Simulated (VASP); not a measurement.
# Co (P6_3/mmc) in VASP: a series of runs

Runs on Co. Level: LDA. Tasks: single point.

Everything below comes from runs of VASP 6.6.1. Logs are shortened: lines on timing, memory, paths and dates and some standing lists are left out, and cuts for length are marked.

## Step 1: The cell of the first run

The structure is hexagonal, space group P6_3/mmc (No. 194). The conventional cell has a = 2.427 Å, b = 2.427 Å, c = 3.923 Å, α = 90.00°, β = 90.00°, γ = 120.00°. Within 3.2 Å of Co (site symmetry -6m2) lie 12 Co at 2.41 to 2.43 Å.

## Step 2: Single point, LDA, collinear spin, ferromagnetic start

INCAR reads:

```
SYSTEM = Co
ALGO = Normal
EDIFF = 1E-7
ENCUT = 520
GGA = CA
ISIF = 2
ISMEAR = 1
ISPIN = 2
LASPH = .True.
LCHARG = .False.
LMAXMIX = 4
LORBIT = 11
LREAL = .False.
LWAVE = .False.
MAGMOM = 1.558 1.558
NBANDS = 20
NELM = 150
PREC = Accurate
SIGMA = 1.0
```

KPOINTS reads:

```
k-points
0
Gamma
  15 15 8
  0 0 0
```

POSCAR reads:

```
Co
1.0
    2.4273810165      0.0000000000      0.0000000000
   -1.2136905082      2.1021736250      0.0000000000
    0.0000000000      0.0000000000      3.9230481332
Co
2
Direct
    0.3333333333      0.6666666667      0.2500000000
    0.6666666667      0.3333333333      0.7500000000
```

Potentials or basis: VASP PAW LDA potentials, release 64 (Co).

On the command line:

```console
$ cat potpaw_LDA.64/Co/POTCAR > POTCAR
$ mpirun -np 1 vasp_std > vasp.out
```

OUTCAR:

```text
SYSTEM = Co
   EDIFF = 1E-7
   ENCUT = 520
   GGA = CA
   ISIF = 2
   ISMEAR = 1
   ISPIN = 2
   LASPH = .True.
   LORBIT = 11
   LREAL = .False.
   NELM = 150
   PREC = Accurate

 ion  position               nearest neighbor table
   1  0.333  0.667  0.250-   2 2.41   2 2.41   2 2.41   2 2.41   2 2.41   2 2.41
   2  0.667  0.333  0.750-   1 2.41   1 2.41   1 2.41   1 2.41   1 2.41   1 2.41

  LATTYP: Found a hexagonal cell.
 ALAT       =     2.4273810165
 C/A-ratio  =     1.6161649558

  Lattice vectors:

 A1 = (   2.4273810165,   0.0000000000,   0.0000000000)
 A2 = (  -1.2136905082,   2.1021736250,   0.0000000000)
 A3 = (   0.0000000000,   0.0000000000,   3.9230481332)

Analysis of symmetry for initial positions (statically):
=====================================================================
 Subroutine PRICEL returns:
 Original cell was already a primitive cell.

 Routine SETGRP: Setting up the symmetry group for a
 hexagonal supercell.

 Subroutine GETGRP returns: Found 24 space group operations
 (whereof 12 operations were pure point group operations)
 out of a pool of 24 trial point group operations.

The static configuration has the point symmetry D_3d.
 The point group associated with its full space group is D_6h.

Analysis of symmetry for dynamics (positions and initial velocities):
=====================================================================
 Subroutine PRICEL returns:
 Original cell was already a primitive cell.

 Routine SETGRP: Setting up the symmetry group for a
 hexagonal supercell.

 Subroutine GETGRP returns: Found 24 space group operations
 (whereof 12 operations were pure point group operations)
 out of a pool of 24 trial point group operations.

The dynamic configuration has the point symmetry D_3d.
 The point group associated with its full space group is D_6h.

Analysis of structural, dynamic, and magnetic symmetry:
=====================================================================
 Subroutine PRICEL returns:
 Original cell was already a primitive cell.

 Routine SETGRP: Setting up the symmetry group for a
 hexagonal supercell.

 Subroutine GETGRP returns: Found 24 space group operations
 (whereof 12 operations were pure point group operations)
 out of a pool of 24 trial point group operations.

The overall configuration has the point symmetry D_3d.
 The point group associated with its full space group is D_6h.

 Subroutine INISYM returns: Found 24 space group operations
 (whereof 12 operations are pure point group operations),
 and found     1 'primitive' translations

----------------------------------------------------------------------------------------

                                     Primitive cell

  volume of cell :      20.0184

  direct lattice vectors                    reciprocal lattice vectors
     2.427381017  0.000000000  0.000000000     0.411966639  0.237849050  0.000000000
    -1.213690508  2.102173625  0.000000000     0.000000000  0.475698100  0.000000000
     0.000000000  0.000000000  3.923048133     0.000000000  0.000000000  0.254903831

  length of vectors
     2.427381017  2.427381017  3.923048133     0.475698100  0.475698100  0.254903831

  position of ions in fractional coordinates (direct lattice)
     0.333333333  0.666666667  0.250000000
     0.666666667  0.333333333  0.750000000

  ion indices of the primitive-cell ions
   primitive index   ion index
                 1           1
                 2           2

----------------------------------------------------------------------------------------

 KPOINTS: k-points

Automatic generation of k-mesh.
 Grid dimensions read from file:
 generate k-points for:   15   15    8

 Generating k-lattice:

  Cartesian coordinates                     Fractional coordinates (reciprocal lattice)
     0.027464443  0.015856603  0.000000000     0.066666667  0.000000000  0.000000000
     0.000000000  0.031713207  0.000000000     0.000000000  0.066666667  0.000000000
     0.000000000  0.000000000  0.031862979     0.000000000  0.000000000  0.125000000

  Length of vectors
     0.031713207  0.031713207  0.031862979

  Shift w.r.t. Gamma in fractional coordinates (k-lattice)
     0.000000000  0.000000000  0.000000000

 Subroutine IBZKPT returns following result:
 ===========================================

 Found    135 irreducible k-points:

 Following reciprocal coordinates:
            Coordinates               Weight
  0.000000  0.000000  0.000000      1.000000
  0.066667  0.000000  0.000000      6.000000
  0.133333  0.000000  0.000000      6.000000
  0.200000  0.000000  0.000000      6.000000
  0.266667  0.000000  0.000000      6.000000
  0.333333 -0.000000  0.000000      6.000000
[... 16 lines left out ...]
  0.333333  0.200000  0.000000     12.000000
  0.400000  0.200000  0.000000      6.000000
 [... further k-points ...]
   k-points           NKPTS =    135   k-points in BZ     NKDIM =    135   number of bands    NBANDS=     20
   number of dos      NEDOS =    301   number of ions     NIONS =      2
   total plane-waves  NPLWV =   9720
   dimension x,y,z NGX =    18 NGY =   18 NGZ =   30
   dimension x,y,z NGXF=    36 NGYF=   36 NGZF=   60
   ions per type =               2
   NGX,Y,Z   is equivalent  to a cutoff of  12.33, 12.33, 12.71 a.u.
   NGXF,Y,Z  is equivalent  to a cutoff of  24.66, 24.66, 25.43 a.u.
 SYSTEM =  Co
   PREC   = accura    normal or accurate (medium, high low for compatibility)
   ISTART =      0    job   : 0-new  1-cont  2-samecut
   ICHARG =      2    charge: 1-file 2-atom 10-const
   ISPIN  =      2    spin polarized calculation?
   LNONCOLLINEAR =      F non collinear calculations
   LSORBIT =      F    spin-orbit coupling
   LASPH  =      T    aspherical Exc in radial PAW
   ENCUT  =  520.0 eV  38.22 Ry    6.18 a.u.   4.51  4.51  7.29*2*pi/ulx,y,z
   NELM   =    150;   NELMIN=  2; NELMDL= -5     # of ELM steps
   EDIFF  = 0.1E-06   stopping-criterion for ELM
   LREAL  =      F    real-space projection
   EDIFFG = 0.1E-05   stopping-criterion for IOM
   NSW    =      0    number of steps for IOM
   IBRION =     -1    ionic relax: 0-MD 1-quasi-New 2-CG
   NFREE  =      0    steps in history (QN), initial steepest desc. (CG)
   ISIF   =      2    stress and relaxation
   ISYM   =      2    0-nonsym 1-usesym 2-fastsym
   POTIM  = 0.5000    time-step for ionic-motion
   TEBEG  =    0.0;   TEEND  =   0.0 temperature during run
   PSTRESS=    0.0 pullay stress
   NELECT =      18.0000    total number of electrons
   NUPDOWN=      -1.0000    fix difference up-down
   EMIN   =  10.00;   EMAX   =-10.00  energy-range for DOS
   EFERMI =   0.00;   METHOD = LEGACY
   ISMEAR =     1;   SIGMA  =   1.00  broadening in eV -4-tet -1-fermi 0-gaus
   EFERMI_NEDOS =   21; number of points for ismear=-14 and -15
   IALGO  =     38    algorithm
   IMIX   =      4    mixing-type and parameters
     AMIX     =   0.40;   BMIX     =  1.00
     AMIX_MAG =   1.60;   BMIX_MAG =  1.00
  volume/ion in A,a.u.               =      10.01        67.55
  Fermi-wavevector in a.u.,A,eV,Ry     =   1.580116  2.985986 33.970567  2.496766
  Thomas-Fermi vector in A             =   2.680392
   LORBIT       =     11    0 simple, 1 ext, 2 COOP (PROOUT), +10 PAW based schemes
   GGA     = CA    functional components
   LHFCALC =     F    Hartree Fock is set to
   AEXX    =    0.0000 exact exchange contribution
   IVDW    =     0    specifies the selected vdW correction
   LEPSILON=     F    determine dielectric tensor
   LRPA    =     F    only Hartree local field effects (RPA)
 spin polarized calculation
 Methfessel and Paxton  Order N= 1 SIGMA  =   1.00
  energy-cutoff  :      520.00
  volume of cell :       20.02
 maximum number of plane-waves:       557
 NGX is ok and might be reduce to    18
   NGX =  9   NGY =  9   NGZ = 15

 number of electron      17.9999991 magnetization       1.7848415

 Free energy of the ion-electron system (eV)
  ---------------------------------------------------
  ext. energy  EPLUGINS =         0.00000000
  ---------------------------------------------------
  free energy    TOTEN  =       -16.21356246 eV

  energy without entropy =      -16.10114308  energy(sigma->0) =      -16.17608933

 E-fermi :  11.0883     XC(G=0): -14.2278

 val. band max:       11.0856166740   @ k =   0.4667   0.0667   0.5000
 cond. band min:      11.0883227015   @ k =   0.4000  -0.0000   0.2500
 fundamental gap:      0.0027060275
 Fermi energy:        11.0882614184

 spin component 1

 k-point     1 :       0.0000    0.0000    0.0000
  band No.  band energies     occupation
      1       1.7566      1.00000
      2       5.7894      1.00000
      3       8.7226      1.00207
      4       8.7581      1.00239
      5       8.7581      1.00239
      6       9.1289      1.00909
[... 12 lines left out ...]
     19      38.4662      0.00000
     20      38.4662      0.00000

 k-point     2 :       0.0667    0.0000    0.0000
  band No.  band energies     occupation
      1       1.9227      1.00000
      2       5.8950      1.00000
      3       8.5340      1.00091
      4       8.8424      1.00334
      5       8.9196      1.00447
      6       9.0869      1.00796
[... 12 lines left out ...]
     19      40.2917      0.00000
     20      40.3207      0.00000

 k-point     3 :       0.1333    0.0000    0.0000
  band No.  band energies     occupation
      1       2.4095      1.00000
      2       6.1790      1.00000
      3       8.2804      1.00026
      4       8.8187      1.00304
      5       8.9346      1.00472
      6       9.0861      1.00794
[... 12 lines left out ...]
     19      38.7649      0.00000
     20      41.8887      0.00000

 k-point     4 :       0.2000    0.0000    0.0000
  band No.  band energies     occupation
      1       3.1769      1.00000
      2       6.5234      1.00000
      3       8.0336      1.00007
      4       8.0873      1.00009
      5       8.7968      1.00279
      6       9.1484      1.00966
[... 429 lines left out ...]
 k-point    23 :       0.3333    0.2000    0.0000
  band No.  band energies     occupation
      1       6.7003      1.00000
      2       6.7270      1.00000
      3       6.8528      1.00000
      4       7.7232      1.00001
      5       8.3691      1.00041
      6       8.7549      1.00236
[... 12 lines left out ...]
     19      31.9537      0.00000
     20      41.5742      0.00000

 k-point    24 :       0.4000    0.2000    0.0000
  band No.  band energies     occupation
      1       6.6825      1.00000
      2       6.7905      1.00000
      3       6.7979      1.00000
      4       7.8831      1.00003
      5       8.3989      1.00048
      6       8.6549      1.00155
[... 12 lines left out ...]
     19      31.7754      0.00000
     20      41.5007      0.00000

 [... further k-points ...]

 spin component 2

 k-point     1 :       0.0000    0.0000    0.0000
  band No.  band energies     occupation
      1       1.8623      1.00000
      2       6.3076      1.00000
      3       9.5467      1.02577
      4       9.5780      1.02719
      5       9.5780      1.02719
      6       9.9757      1.03321
[... 12 lines left out ...]
     19      38.7190      0.00000
     20      38.7190      0.00000

 k-point     2 :       0.0667    0.0000    0.0000
  band No.  band energies     occupation
      1       2.0289      1.00000
      2       6.4191      1.00000
      3       9.3396      1.01648
      4       9.6659      1.03093
      5       9.7526      1.03383
      6       9.9285      1.03475
[... 12 lines left out ...]
     19      40.3672      0.00000
     20      40.5694      0.00000

 k-point     3 :       0.1333    0.0000    0.0000
  band No.  band energies     occupation
      1       2.5177      1.00000
      2       6.7217      1.00000
      3       9.0605      1.00730
      4       9.4268      1.02025
      5       9.7603      1.03404
      6       9.9206      1.03492
[... 12 lines left out ...]
     19      38.8741      0.00000
     20      42.0518      0.00000

 k-point     4 :       0.2000    0.0000    0.0000
  band No.  band energies     occupation
      1       3.2922      1.00000
      2       7.1004      1.00000
      3       8.6876      1.00178
      4       8.7754      1.00256
      5       9.6009      1.02821
      6      10.0063      1.03168
[... 429 lines left out ...]
 k-point    23 :       0.3333    0.2000    0.0000
  band No.  band energies     occupation
      1       7.1478      1.00000
      2       7.3762      1.00000
      3       7.4871      1.00000
      4       8.2447      1.00022
      5       9.1483      1.00966
      6       9.5237      1.02470
[... 12 lines left out ...]
     19      32.1975      0.00000
     20      41.8267      0.00000

 k-point    24 :       0.4000    0.2000    0.0000
  band No.  band energies     occupation
      1       7.3160      1.00000
      2       7.3355      1.00000
      3       7.4158      1.00000
      4       8.3744      1.00042
      5       9.1836      1.01075
      6       9.4105      1.01953
[... 12 lines left out ...]
     19      32.0176      0.00000
     20      41.7565      0.00000

 [... further k-points ...]
[... 5 lines left out ...]
  --------------------------------------------------------------------------------------
  -------------------------------------------------------------------------------------
  Total       -0.9346814     -0.9346814     -1.1431370     -0.0000000      0.0000000      0.0000000
  in kB      -74.8073049    -74.8073049    -91.4910695     -0.0000000      0.0000000      0.0000000
  external PRESSURE =     -80.3685598 kB  Pullay stress =       0.0000000 kB

 VOLUME and BASIS-vectors are now :
 -----------------------------------------------------------------------------
  energy-cutoff  :      520.00
  volume of cell :       20.02
      direct lattice vectors                 reciprocal lattice vectors
     2.427381017  0.000000000  0.000000000     0.411966639  0.237849050  0.000000000
    -1.213690508  2.102173625  0.000000000     0.000000000  0.475698100  0.000000000
     0.000000000  0.000000000  3.923048133     0.000000000  0.000000000  0.254903831

 POSITION                                       TOTAL-FORCE (eV/Angst)
 -----------------------------------------------------------------------------------
     -0.00000      1.40145      0.98076         0.000000     -0.000000      0.000000
      1.21369      0.70072      2.94229        -0.000000      0.000000      0.000000
 -----------------------------------------------------------------------------------
    total drift:                                0.000000      0.000000     -0.000000

  FREE ENERGIE OF THE ION-ELECTRON SYSTEM (eV)
  ---------------------------------------------------
  free  energy   TOTEN  =       -16.2135624611 eV

  energy  without entropy=      -16.1011430804  energy(sigma->0) =      -16.17608933

 total charge

# of ion       s       p       d       tot
------------------------------------------
    1        0.520   0.587   7.340   8.448
    2        0.520   0.587   7.340   8.448
--------------------------------------------------
tot          1.041   1.174  14.681  16.896

 magnetization (x)

# of ion       s       p       d       tot
------------------------------------------
    1       -0.008  -0.024   0.921   0.889
    2       -0.008  -0.024   0.921   0.889
--------------------------------------------------
tot         -0.016  -0.048   1.842   1.778
```

Run time: 76 s. Hardware: 1 thread of Intel Xeon Platinum 8488C (Sapphire Rapids), shared host; peak memory 0.18 GiB.

What came out:

| Property | Result |
| --- | --- |
| Free energy | -16.2136 eV |
| Pressure | -8.0 GPa |
| Net moment | 1.78 μB per cell |
| Site moments | Co +0.89 μB |
| Valence electrons inside the program's atomic spheres | Co 8.45 |

Levels at points of the mesh, in eV from the Fermi level:
Spin up:
```tsv
k point	band 6	band 7	band 8	band 9	band 10	band 11	band 12	band 13	band 14	band 15
(0.00, 0.00, 0.00)	-1.96	-1.96	-1.55	-1.55	-0.27	-0.27	-0.06	7.36	22.68	26.02
(0.00, 0.00, 0.50)	-2.41	-2.41	-2.41	-0.63	-0.63	-0.63	-0.63	16.11	16.11	23.45
```
Spin down:
| k point | band 5 | band 6 | band 7 | band 8 | band 9 | band 10 | band 11 | band 12 |
| --- | --- | --- | --- | --- | --- | --- | --- | --- |
| (0.00, 0.00, 0.00) | -1.51 | -1.11 | -1.11 | -0.67 | -0.67 | 0.04 | 0.68 | 0.68 |
| (0.00, 0.00, 0.50) | -1.59 | -1.59 | -1.59 | -1.59 | 0.30 | 0.30 | 0.30 | 0.30 |

Caveat: the cell stands under tension; so wide a smearing shifts energies and pressures.

(Part 1 of 2 ends here.)
